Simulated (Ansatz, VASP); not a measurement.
## Fe: VASP beside Ansatz

```xyz
1
Lattice="-1.3935 1.3935 1.3935 1.3935 -1.3935 1.3935 1.3935 1.3935 -1.3935" Properties=species:S:1:pos:R:3 pbc="T T T"
Fe    0.0000    0.0000    0.0000
```

Alike in both runs: functional PBEsol; k mesh 21 × 21 × 21; occupations fermi-dirac, width 0.08 eV; collinear spin.

Ansatz relaxed the structure, and its values are those at the end. VASP's run is a single point on that final structure, the one shown.

|  | VASP | Ansatz |
| --- | --- | --- |
| version | VASP 6.6.1 | Ansatz 0.2.0 |
| potentials or method | VASP PAW PBE potentials, release 64 (Fe) | PAW with Ansatz's default frozen-core files, scalar-relativistic |
| plane-wave cutoff (eV) | 520 | 420 |
| valence electrons in the cell | 8 | 16 |

|  | VASP | Ansatz | Ansatz less VASP |
| --- | --- | --- | --- |
| pressure (GPa) | -0.1 | 0.0 | +0.08 |
| net moment per atom (μB) | 2.10 | 2.09 | -0.011 |
| size of the moment on the site where the two differ most (μB) | 2.08 | 2.12 | +0.034 |

VASP's potentials were made for PBE, not for PBEsol. Site moments also hang on the region over which each program counts them. With one functional, cell and mesh, what is left measures potentials, basis and numerics. VASP's potentials hold 8 valence electrons a cell and Ansatz's 16, so a difference there can come from the potentials and not from the codes.
